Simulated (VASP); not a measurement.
# Co (P6_3/mmc) in VASP: single point with PBE

Aim: the single point of Co with PBE.

Everything below comes from runs of VASP 6.6.1. Logs are shortened: lines on timing, memory, paths and dates and some standing lists are left out, and cuts for length are marked.

### Step 1. The cell of the first run

It takes space group P6_3/mmc (No. 194, hexagonal). Conventional cell: a = 2.631 Å, b = 2.631 Å, c = 3.619 Å, α = 90.00°, β = 90.00°, γ = 120.00°. Within 3.1 Å of Co (site symmetry -6m2) lie 12 Co at 2.36 to 2.63 Å.

### Step 2. Single point, PBE, collinear spin, ferromagnetic start

Input file INCAR:

```
  ALGO = Normal
  EDIFF = 1E-6
  ENCUT = 520
  GGA = PE
  ISIF = 2
  ISMEAR = 0
  ISPIN = 2
  LASPH = T
  LCHARG = F
  LMAXMIX = 4
  LORBIT = 11
  LREAL = F
  LWAVE = F
  MAGMOM = 1.84 1.84
  NBANDS = 20
  NELM = 150
  PREC = Accurate
  SIGMA = 0.15
```

Input file KPOINTS:

```
k-points
0
Gamma
  30 30 16
```

Input file POSCAR:

```
Co
1.0
    2.6309838886      0.0000000000      0.0000000000
   -1.3154919443      2.2784988845      0.0000000000
    0.0000000000      0.0000000000      3.6192272603
Co
2
Direct
    0.3333333333      0.6666666667      0.2500000000
    0.6666666667      0.3333333333      0.7500000000
```

Potentials or basis: VASP PAW PBE potentials, release 64 (Co).

Command:

```console
> cat potpaw_PBE.64/Co/POTCAR > POTCAR
> mpirun -np 1 vasp_std > vasp.out
```

OUTCAR:

```text
EDIFF = 1E-6
   ENCUT = 520
   GGA = PE
   ISIF = 2
   ISMEAR = 0
   ISPIN = 2
   LASPH = T
   LORBIT = 11
   LREAL = F
   NELM = 150
   PREC = Accurate

 ion  position               nearest neighbor table
   1  0.333  0.667  0.250-   2 2.36   2 2.36   2 2.36   2 2.36   2 2.36   2 2.36
   2  0.667  0.333  0.750-   1 2.36   1 2.36   1 2.36   1 2.36   1 2.36   1 2.36

  LATTYP: Found a hexagonal cell.
 ALAT       =     2.6309838886
 C/A-ratio  =     1.3756174167

  Lattice vectors:

 A1 = (   2.6309838886,   0.0000000000,   0.0000000000)
 A2 = (  -1.3154919443,   2.2784988845,   0.0000000000)
 A3 = (   0.0000000000,   0.0000000000,   3.6192272603)

Analysis of symmetry for initial positions (statically):
=====================================================================
 Subroutine PRICEL returns:
 Original cell was already a primitive cell.

 Routine SETGRP: Setting up the symmetry group for a
 hexagonal supercell.

 Subroutine GETGRP returns: Found 24 space group operations
 (whereof 12 operations were pure point group operations)
 out of a pool of 24 trial point group operations.

The static configuration has the point symmetry D_3d.
 The point group associated with its full space group is D_6h.

Analysis of symmetry for dynamics (positions and initial velocities):
=====================================================================
 Subroutine PRICEL returns:
 Original cell was already a primitive cell.

 Routine SETGRP: Setting up the symmetry group for a
 hexagonal supercell.

 Subroutine GETGRP returns: Found 24 space group operations
 (whereof 12 operations were pure point group operations)
 out of a pool of 24 trial point group operations.

The dynamic configuration has the point symmetry D_3d.
 The point group associated with its full space group is D_6h.

Analysis of structural, dynamic, and magnetic symmetry:
=====================================================================
 Subroutine PRICEL returns:
 Original cell was already a primitive cell.

 Routine SETGRP: Setting up the symmetry group for a
 hexagonal supercell.

 Subroutine GETGRP returns: Found 24 space group operations
 (whereof 12 operations were pure point group operations)
 out of a pool of 24 trial point group operations.

The overall configuration has the point symmetry D_3d.
 The point group associated with its full space group is D_6h.

 Subroutine INISYM returns: Found 24 space group operations
 (whereof 12 operations are pure point group operations),
 and found     1 'primitive' translations

----------------------------------------------------------------------------------------

                                     Primitive cell

  volume of cell :      21.6962

  direct lattice vectors                    reciprocal lattice vectors
     2.630983889  0.000000000  0.000000000     0.380085946  0.219442723  0.000000000
    -1.315491944  2.278498884  0.000000000     0.000000000  0.438885446  0.000000000
     0.000000000  0.000000000  3.619227260     0.000000000  0.000000000  0.276302074

  length of vectors
     2.630983889  2.630983889  3.619227260     0.438885446  0.438885446  0.276302074

  position of ions in fractional coordinates (direct lattice)
     0.333333333  0.666666667  0.250000000
     0.666666667  0.333333333  0.750000000

  ion indices of the primitive-cell ions
   primitive index   ion index
                 1           1
                 2           2

----------------------------------------------------------------------------------------

 KPOINTS: k-points

Automatic generation of k-mesh.
 Grid dimensions read from file:
 generate k-points for:   30   30   16

 Generating k-lattice:

  Cartesian coordinates                     Fractional coordinates (reciprocal lattice)
     0.012669532  0.007314757  0.000000000     0.033333333  0.000000000  0.000000000
     0.000000000  0.014629515  0.000000000     0.000000000  0.033333333  0.000000000
     0.000000000  0.000000000  0.017268880     0.000000000  0.000000000  0.062500000

  Length of vectors
     0.014629515  0.014629515  0.017268880

  Shift w.r.t. Gamma in fractional coordinates (k-lattice)
     0.000000000  0.000000000  0.000000000

 Subroutine IBZKPT returns following result:
 ===========================================

 Found    819 irreducible k-points:

 Following reciprocal coordinates:
            Coordinates               Weight
  0.000000  0.000000  0.000000      1.000000
  0.033333  0.000000  0.000000      6.000000
  0.066667  0.000000  0.000000      6.000000
  0.100000  0.000000  0.000000      6.000000
  0.133333  0.000000  0.000000      6.000000
  0.166667  0.000000  0.000000      6.000000
[... 16 lines left out ...]
  0.233333  0.033333  0.000000     12.000000
  0.266667  0.033333  0.000000     12.000000
 [... further k-points ...]
   k-points           NKPTS =    819   k-points in BZ     NKDIM =    819   number of bands    NBANDS=     20
   number of dos      NEDOS =    301   number of ions     NIONS =      2
   total plane-waves  NPLWV =  11200
   dimension x,y,z NGX =    20 NGY =   20 NGZ =   28
   dimension x,y,z NGXF=    40 NGYF=   40 NGZF=   56
   ions per type =               2
   NGX,Y,Z   is equivalent  to a cutoff of  12.64, 12.64, 12.86 a.u.
   NGXF,Y,Z  is equivalent  to a cutoff of  25.28, 25.28, 25.72 a.u.
 SYSTEM =  unknown system
   PREC   = accura    normal or accurate (medium, high low for compatibility)
   ISTART =      0    job   : 0-new  1-cont  2-samecut
   ICHARG =      2    charge: 1-file 2-atom 10-const
   ISPIN  =      2    spin polarized calculation?
   LNONCOLLINEAR =      F non collinear calculations
   LSORBIT =      F    spin-orbit coupling
   LASPH  =      T    aspherical Exc in radial PAW
   ENCUT  =  520.0 eV  38.22 Ry    6.18 a.u.   4.89  4.89  6.73*2*pi/ulx,y,z
   NELM   =    150;   NELMIN=  2; NELMDL= -5     # of ELM steps
   EDIFF  = 0.1E-05   stopping-criterion for ELM
   LREAL  =      F    real-space projection
   EDIFFG = 0.1E-04   stopping-criterion for IOM
   NSW    =      0    number of steps for IOM
   IBRION =     -1    ionic relax: 0-MD 1-quasi-New 2-CG
   NFREE  =      0    steps in history (QN), initial steepest desc. (CG)
   ISIF   =      2    stress and relaxation
   ISYM   =      2    0-nonsym 1-usesym 2-fastsym
   POTIM  = 0.5000    time-step for ionic-motion
   TEBEG  =    0.0;   TEEND  =   0.0 temperature during run
   PSTRESS=    0.0 pullay stress
   NELECT =      18.0000    total number of electrons
   NUPDOWN=      -1.0000    fix difference up-down
   EMIN   =  10.00;   EMAX   =-10.00  energy-range for DOS
   EFERMI =   0.00;   METHOD = LEGACY
   ISMEAR =     0;   SIGMA  =   0.15  broadening in eV -4-tet -1-fermi 0-gaus
   EFERMI_NEDOS =   21; number of points for ismear=-14 and -15
   IALGO  =     38    algorithm
   IMIX   =      4    mixing-type and parameters
     AMIX     =   0.40;   BMIX     =  1.00
     AMIX_MAG =   1.60;   BMIX_MAG =  1.00
  volume/ion in A,a.u.               =      10.85        73.21
  Fermi-wavevector in a.u.,A,eV,Ry     =   1.538289  2.906945 32.195932  2.366334
  Thomas-Fermi vector in A             =   2.644679
   LORBIT       =     11    0 simple, 1 ext, 2 COOP (PROOUT), +10 PAW based schemes
   GGA     = PE    functional components
   LHFCALC =     F    Hartree Fock is set to
   AEXX    =    0.0000 exact exchange contribution
   IVDW    =     0    specifies the selected vdW correction
   LEPSILON=     F    determine dielectric tensor
   LRPA    =     F    only Hartree local field effects (RPA)
 spin polarized calculation
 Gauss-broadening in eV      SIGMA  =   0.15
  energy-cutoff  :      520.00
  volume of cell :       21.70
 maximum number of plane-waves:       603
 NGX is ok and might be reduce to    20
   NGX =  9   NGY =  9   NGZ = 13

 number of electron      18.0000000 magnetization       3.1590907

 Free energy of the ion-electron system (eV)
  ---------------------------------------------------
  ext. energy  EPLUGINS =         0.00000000
  ---------------------------------------------------
  free energy    TOTEN  =       -13.77602041 eV

  energy without entropy =      -13.75099829  energy(sigma->0) =      -13.76350935

 E-fermi :  10.2867     XC(G=0): -13.3830

 val. band max:       10.2862218042   @ k =   0.2333   0.0000   0.1250
 cond. band min:      10.2868881283   @ k =   0.0667   0.0000   0.1875
 fundamental gap:      0.0006663241
 Fermi energy:        10.2867063559

 spin component 1

 k-point     1 :       0.0000    0.0000    0.0000
  band No.  band energies     occupation
      1       1.3709      1.00000
      2       5.1516      1.00000
      3       7.5816      1.00000
      4       7.5816      1.00000
      5       7.8697      1.00000
      6       7.8697      1.00000
[... 12 lines left out ...]
     19      34.1479      0.00000
     20      38.8397      0.00000

 k-point     2 :       0.0333    0.0000    0.0000
  band No.  band energies     occupation
      1       1.4059      1.00000
      2       5.1675      1.00000
      3       7.5524      1.00000
      4       7.5975      1.00000
      5       7.8577      1.00000
      6       7.8581      1.00000
[... 12 lines left out ...]
     19      34.5208      0.00000
     20      38.6567      0.00000

 k-point     3 :       0.0667    0.0000    0.0000
  band No.  band energies     occupation
      1       1.5104      1.00000
      2       5.2139      1.00000
      3       7.4729      1.00000
      4       7.6445      1.00000
      5       7.8210      1.00000
      6       7.8229      1.00000
[... 12 lines left out ...]
     19      35.7134      0.00000
     20      37.6948      0.00000

 k-point     4 :       0.1000    0.0000    0.0000
  band No.  band energies     occupation
      1       1.6828      1.00000
      2       5.2867      1.00000
      3       7.3601      1.00000
      4       7.7212      1.00000
      5       7.7518      1.00000
      6       7.7685      1.00000
[... 429 lines left out ...]
 k-point    23 :       0.2333    0.0333    0.0000
  band No.  band energies     occupation
      1       3.2091      1.00000
      2       5.6957      1.00000
      3       6.7993      1.00000
      4       6.9514      1.00000
      5       7.4071      1.00000
      6       8.1131      1.00000
[... 12 lines left out ...]
     19      34.7543      0.00000
     20      36.8225      0.00000

 k-point    24 :       0.2667    0.0333    0.0000
  band No.  band energies     occupation
      1       3.6507      1.00000
      2       5.7232      1.00000
      3       6.7426      1.00000
      4       6.7455      1.00000
      5       7.3259      1.00000
      6       8.1827      1.00000
[... 12 lines left out ...]
     19      34.2317      0.00000
     20      36.4089      0.00000

 [... further k-points ...]

 spin component 2

 k-point     1 :       0.0000    0.0000    0.0000
  band No.  band energies     occupation
      1       1.3752      1.00000
      2       6.2701      1.00000
      3       9.1997      1.00000
      4       9.1997      1.00000
      5       9.4039      1.00000
      6       9.4039      1.00000
[... 12 lines left out ...]
     19      34.1226      0.00000
     20      38.6726      0.00000

 k-point     2 :       0.0333    0.0000    0.0000
  band No.  band energies     occupation
      1       1.4102      1.00000
      2       6.2883      1.00000
      3       9.1652      1.00000
      4       9.2174      1.00000
      5       9.3898      1.00000
      6       9.3901      1.00000
[... 12 lines left out ...]
     19      34.5904      0.00000
     20      38.5226      0.00000

 k-point     3 :       0.0667    0.0000    0.0000
  band No.  band energies     occupation
      1       1.5151      1.00000
      2       6.3415      1.00000
      3       9.0705      1.00000
      4       9.2701      1.00000
      5       9.3431      1.00000
      6       9.3502      1.00000
[... 12 lines left out ...]
     19      35.8836      0.00000
     20      37.6312      0.00000

 k-point     4 :       0.1000    0.0000    0.0000
  band No.  band energies     occupation
      1       1.6884      1.00000
      2       6.4254      1.00000
      3       8.9336      1.00000
      4       9.2497      1.00000
      5       9.2881      1.00000
      6       9.3564      1.00000
[... 429 lines left out ...]
 k-point    23 :       0.2333    0.0333    0.0000
  band No.  band energies     occupation
      1       3.2498      1.00000
      2       6.9275      1.00000
      3       8.1728      1.00000
      4       8.1971      1.00000
      5       8.8748      1.00000
      6       9.7483      1.00000
[... 12 lines left out ...]
     19      34.7701      0.00000
     20      37.0650      0.00000

 k-point    24 :       0.2667    0.0333    0.0000
  band No.  band energies     occupation
      1       3.7215      1.00000
      2       6.9783      1.00000
      3       7.9568      1.00000
      4       8.0453      1.00000
      5       8.7834      1.00000
      6       9.7568      1.00000
[... 12 lines left out ...]
     19      34.2360      0.00000
     20      36.6817      0.00000

 [... further k-points ...]
[... 5 lines left out ...]
  --------------------------------------------------------------------------------------
  -------------------------------------------------------------------------------------
  Total       -1.0012281     -1.0012281      4.0844984     -0.0000000     -0.0000000      0.0000000
  in kB      -73.9368202    -73.9368202    301.6243842     -0.0000000     -0.0000000      0.0000000
  external PRESSURE =      51.2502480 kB  Pullay stress =       0.0000000 kB

 VOLUME and BASIS-vectors are now :
 -----------------------------------------------------------------------------
  energy-cutoff  :      520.00
  volume of cell :       21.70
      direct lattice vectors                 reciprocal lattice vectors
     2.630983889  0.000000000  0.000000000     0.380085946  0.219442723  0.000000000
    -1.315491944  2.278498884  0.000000000     0.000000000  0.438885446  0.000000000
     0.000000000  0.000000000  3.619227260     0.000000000  0.000000000  0.276302074

 POSITION                                       TOTAL-FORCE (eV/Angst)
 -----------------------------------------------------------------------------------
     -0.00000      1.51900      0.90481         0.000000     -0.000000      0.000000
      1.31549      0.75950      2.71442        -0.000000      0.000000      0.000000
 -----------------------------------------------------------------------------------
    total drift:                               -0.000000      0.000000     -0.000000

  FREE ENERGIE OF THE ION-ELECTRON SYSTEM (eV)
  ---------------------------------------------------
  free  energy   TOTEN  =       -13.7760204077 eV

  energy  without entropy=      -13.7509982862  energy(sigma->0) =      -13.76350935

 total charge

# of ion       s       p       d       tot
------------------------------------------
    1        0.497   0.522   7.293   8.311
    2        0.497   0.522   7.293   8.311
--------------------------------------------------
tot          0.993   1.043  14.586  16.623

 magnetization (x)

# of ion       s       p       d       tot
------------------------------------------
    1       -0.015  -0.050   1.661   1.595
    2       -0.015  -0.050   1.661   1.595
--------------------------------------------------
tot         -0.030  -0.101   3.322   3.191
```

It took 4.5 min on 1 thread of Intel Xeon 6975P-C (Granite Rapids), shared host; peak memory 0.54 GiB.

What came out:

| Quantity | Value |
| --- | --- |
| Free energy | -13.7760 eV |
| Pressure | 5.1 GPa |
| Net moment | 3.16 μB per cell |
| Site moments | Co +1.59 μB |
| Valence electrons inside the program's atomic spheres | Co 8.31 |

Levels at points of the mesh, in eV from the Fermi level:
Spin up:
```
           k point  band 9  band 10  band 11  band 12  band 13  band 14
(0.00, 0.00, 0.00)   -1.87    -0.66    -0.66     2.00     8.87    19.91
(0.50, 0.00, 0.00)   -0.80    -0.19     0.85     2.63    11.00    11.72
(0.00, 0.00, 0.50)   -0.92    -0.92    -0.92    -0.92    19.17    19.17
(0.50, 0.00, 0.50)   -0.89    -0.89     1.45     1.45     7.01     7.01
```
Spin down:
```csv
k point,band 5,band 6,band 7,band 8,band 9,band 10
"(0.00, 0.00, 0.00)",-0.88,-0.88,-0.49,-0.49,-0.04,1.03
"(0.50, 0.00, 0.00)",-1.83,-0.59,0.06,0.71,1.10,1.56
"(0.00, 0.00, 0.50)",-1.48,-1.48,-0.84,-0.84,0.82,0.82
"(0.50, 0.00, 0.50)",-0.51,-0.51,0.18,0.18,0.99,0.99
```

Caveat: the stress differs along the axes, from -7 to 30 GPa.
